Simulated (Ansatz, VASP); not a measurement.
Given: the input of a run of Ansatz 0.2.0 on Ta3N.

File input.yaml:

```yaml
crystal:
  lattice:
    - [2.9912429644, 0.0, 0.0]
    - [-1.4956214823, 2.5904923961, 0.0]
    - [0.0, 0.0, 7.4224470073]
  atoms:
    - { symbol: Ta, position: [0.6666666667, 0.3333333333, 0.82607] }
    - { symbol: Ta, position: [0.3333333333, 0.6666666667, 0.17393] }
    - { symbol: Ta, position: [0.0, 0.0, 0.5] }
    - { symbol: "N", position: [0.0, 0.0, 0.0] }
hamiltonian:
  xc: lda
  pseudopotentials: { kind: paw }
kpoints:
  mp_grid: { grid: [10, 10, 4] }
scf:
  occupations: { method: fermi_dirac, width: 0.05 }
output:
  forces: true
  stress: true
  eigenvalues: true
```

Potentials or basis: Ansatz PAW.

Command:

```bash
$ ansatz run input.yaml --threads 2 --pin off --max-ram 5632MiB --backend cpu --events-out ev --progress --plain --runs-dir out
```

Task: Translate it to VASP 6.6.1. Potentials there: VASP PAW LDA potentials, release 64 (Ta_sv_GW, N).

Result: As run (the cutoff follows the program's own potentials):

The input INCAR:

```
PREC = Accurate ; ENCUT = 700
EDIFF = 1E-6 ; ISMEAR = -1
SIGMA = 0.05 ; LREAL = F
LASPH = T ; NELM = 120
ALGO = Normal ; ISIF = 2
LWAVE = F ; LCHARG = F
NBANDS = 30 ; GGA_COMPAT = F
```

File KPOINTS:

```
regular mesh
0
Gamma
  10 10 4
```

Contents of POSCAR:

```
Ta3N
1.0
    2.9912429644      0.0000000000      0.0000000000
   -1.4956214823      2.5904923961      0.0000000000
    0.0000000000      0.0000000000      7.4224470073
Ta N
3 1
Direct
    0.6666666667      0.3333333333      0.8260700000
    0.3333333333      0.6666666667      0.1739300000
    0.0000000000      0.0000000000      0.5000000000
    0.0000000000      0.0000000000      0.0000000000
```

Potentials or basis: VASP PAW LDA potentials, release 64 (Ta_sv_GW, N).

The run is started by

```bash
$ cat potpaw_LDA.64/Ta_sv_GW/POTCAR potpaw_LDA.64/N/POTCAR > POTCAR
$ mpirun -np 1 vasp_std > vasp.out
```

Both were run:

|  | VASP | Ansatz | Ansatz less VASP |
| --- | --- | --- | --- |
| gap on the k mesh at the Fermi level (eV) | none | none | - |
| pressure (GPa) | -2.8 | -3.4 | -0.64 |
| traceless stress, the component that is largest in VASP (GPa) | 0.76 | 0.74 | -0.023 |
| rms of the force components (eV/Å) | 0.090 | 0.109 | +0.0195 |

LDA's correlation is that of Perdew and Zunger in VASP and of Perdew and Wang (1992) in Ansatz. Atom by atom the forces differ by 0.019 eV/Å (rms over components). A gap of «none» marks a metal or a gap that the smearing closes.

Spin-orbit coupling is off throughout.
